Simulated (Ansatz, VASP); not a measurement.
Cd3HgTe4: VASP beside Ansatz

File POSCAR:

```
Cd3HgTe4
1.0
   -3.2136213396      3.2136213396      6.4280551184
    3.2136213396     -3.2136213396      6.4280551184
    3.2136213396      3.2136213396     -6.4280551184
Cd Te Hg
3 4 1
Direct
    0.7500000000      0.2500000000      0.5000000000
    0.5000000000      0.5000000000      0.0000000000
    0.2500000000      0.7500000000      0.5000000000
    0.1252970005      0.6240322503      0.0000000000
    0.8747029995      0.8747029995      0.4987352498
    0.6240322503      0.1252970005      0.0000000000
    0.3759677497      0.3759677497      0.5012647502
    0.0000000000      0.0000000000      0.0000000000
```

File INCAR.step1:

```
ALGO     = Normal         # electronic algorithm
EDIFF    = 1E-4           # SCF threshold, eV
ENCUT    = 520            # plane-wave cutoff, eV
GGA      = PE             # functional
ISMEAR   = 0              # smearing method
LASPH    = True           # aspherical terms in the spheres
LCHARG   = False          # write CHGCAR
LREAL    = False          # projectors in reciprocal space
LWAVE    = True           # write WAVECAR
NBANDS   = 46             # bands
NELM     = 100            # most SCF steps
PREC     = Accurate       # precision mode
SIGMA    = 0.01           # smearing width, eV
```

Contents of INCAR.step2:

```
ALGO     = Normal         # electronic algorithm
EDIFF    = 1E-7           # SCF threshold, eV
ENCUT    = 520            # plane-wave cutoff, eV
ISIF     = 2              # what is computed and relaxed
ISMEAR   = 0              # smearing method
ISTART   = 1            
LASPH    = True           # aspherical terms in the spheres
LCHARG   = False          # write CHGCAR
LMIXTAU  = True         
LREAL    = False          # projectors in reciprocal space
LWAVE    = False          # write WAVECAR
METAGGA  = R2SCAN         # meta-GGA
NBANDS   = 46             # bands
NELM     = 100            # most SCF steps
PREC     = Accurate       # precision mode
SIGMA    = 0.01           # smearing width, eV
```

The input KPOINTS:

```
k-points
0
Gamma
  4 4 4
```

Input for Ansatz:

```yaml
crystal:
  lattice:
    - [-3.2136213396, 3.2136213396, 6.4280551184]
    - [3.2136213396, -3.2136213396, 6.4280551184]
    - [3.2136213396, 3.2136213396, -6.4280551184]
  atoms:
    - { symbol: Cd, position: [0.75, 0.25, 0.5] }
    - { symbol: Te, position: [0.1252970005, 0.6240322503, 0.0] }
    - { symbol: Cd, position: [0.5, 0.5, 0.0] }
    - { symbol: Te, position: [0.8747029995, 0.8747029995, 0.4987352498] }
    - { symbol: Cd, position: [0.25, 0.75, 0.5] }
    - { symbol: Te, position: [0.6240322503, 0.1252970005, 0.0] }
    - { symbol: Hg, position: [0.0, 0.0, 0.0] }
    - { symbol: Te, position: [0.3759677497, 0.3759677497, 0.5012647502] }
kpoints:
  mp_grid: { grid: [4, 4, 4] }
hamiltonian:
  xc: r2scan
scf:
  occupations: { method: fixed }
  n_extra_bands: 6
output:
  forces: true
  stress: true
  eigenvalues: true
```

Alike in both runs: task single point; functional r2SCAN; k mesh 4 × 4 × 4; no spin polarisation.

```csv
,VASP,Ansatz
version,VASP 6.6.1,Ansatz 0.2.0
potentials or method,"VASP PAW PBE potentials, release 64 (Cd, Te, Hg)","plane waves, PAW"
plane-wave cutoff (eV),520,500
occupations,"gaussian, width 0.01 eV",fixed
valence electrons in the cell,72,144
```

```csv
,VASP,Ansatz,Ansatz less VASP
gap on the k mesh at the Fermi level (eV),0.90,0.91,+0.006
pressure (GPa),3.0,2.9,-0.12
rms of the force components (eV/Å),0.003,0.004,+0.0004
```

VASP's potentials were made for PBE, not for r2SCAN. VASP's potentials hold 72 valence electrons a cell and Ansatz's 144, so a difference there can come from the potentials and not from the codes.

Neither program's run includes spin-orbit coupling.
